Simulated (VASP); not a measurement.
Input of a VASP 6.6.1 run:

Contents of INCAR:

```
SYSTEM = TiO2
PREC = Accurate
ENCUT = 910
EDIFF = 1E-6
ISMEAR = -1
SIGMA = 0.05
LREAL = .False.
LASPH = .True.
NELM = 200
ALGO = Normal
ISIF = 2
LWAVE = .False.
LCHARG = .False.
ISPIN = 2
MAGMOM = 0 0 0 0 0 0
LORBIT = 11
LMAXMIX = 4
LDAU = .True.
LDAUTYPE = 2
LDAUL = 2 -1
LDAUU = 5.6 0
LDAUJ = 0 0
LDAUPRINT = 1
GGA = PE
NBANDS = 37
ISYM = 0
GGA_COMPAT = .False.
```

KPOINTS

```
regular mesh
0
Gamma
  5 5 7
  0 0 0
```

POSCAR

```
TiO2
1.0
   -1.8925000000      1.8925000000      4.7570000000
    1.8925000000     -1.8925000000      4.7570000000
    1.8925000000      1.8925000000     -4.7570000000
Ti O
2 4
Direct
    0.0000000000      0.0000000000      0.0000000000
    0.7500000000      0.2500000000      0.5000000000
    0.2066000000      0.2066000000      0.0000000000
    0.9566000000      0.4566000000      0.5000000000
    0.5434000000      0.0434000000      0.5000000000
    0.7934000000      0.7934000000      0.0000000000
```

Potentials or basis: VASP PAW PBE potentials, release 64 (Ti_sv, O_h).

Run with:

```console
$ cat potpaw_PBE.64/Ti_sv/POTCAR potpaw_PBE.64/O_h/POTCAR > POTCAR
$ mpirun -np 1 vasp_std > vasp.out
```

(1) Estimate the largest force.

(2) What does it give for the pressure?

(3) What does it give for the net moment?

(4) Estimate the band gap on the k mesh.

Answers

(1) 0.538 eV/Å.

(2) 16.9 GPa.

(3) 0.00 μB per cell.

(4) 3.00 eV (least direct gap 3.45 eV).

Caveat: the cell stands under pressure.
